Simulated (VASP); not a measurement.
A run of VASP 6.6.1:

INCAR

```
SYSTEM = SnSe2
PREC = Accurate
ENCUT = 500
EDIFF = 1E-6
ISMEAR = 0
SIGMA = 0.03
LREAL = .False.
LASPH = .True.
NELM = 120
ALGO = Normal
ISIF = 2
LWAVE = .False.
LCHARG = .True.
GGA = PE
IVDW = 12
LELF = .True.
LVHAR = .True.
NBANDS = 20
GGA_COMPAT = .False.
```

The input KPOINTS:

```
Automatic mesh
0
Gamma
  12 12 6
  0 0 0
```

File POSCAR:

```
SnSe2
1.0
    3.8880000000      0.0000000000      0.0000000000
   -1.9440000000      3.3671067699      0.0000000000
    0.0000000000      0.0000000000      4.7118000000
Sn Se
1 2
Direct
    0.0000000000      0.0000000000      0.0000000000
    0.3333333333      0.6666666667      0.2651331237
    0.6666666667      0.3333333333      0.7348668763
```

Potentials or basis: VASP PAW PBE potentials, release 64 (Sn_d, Se).

Command:

```console
$ cat potpaw_PBE.64/Sn_d/POTCAR potpaw_PBE.64/Se/POTCAR > POTCAR
$ mpirun -np 1 vasp_std > vasp.out
```

Hardware: 1 thread of Intel(R) Xeon(R) 6975P-C (Granite Rapids), with other jobs on the host.

**Question.** Estimate the wall time of this run.

**Answer.** Run time: 44 s on 1 thread of Intel(R) Xeon(R) 6975P-C (Granite Rapids) (shared host), peak memory 0.25 GiB. Counts: scf iterations 13, k points 100.
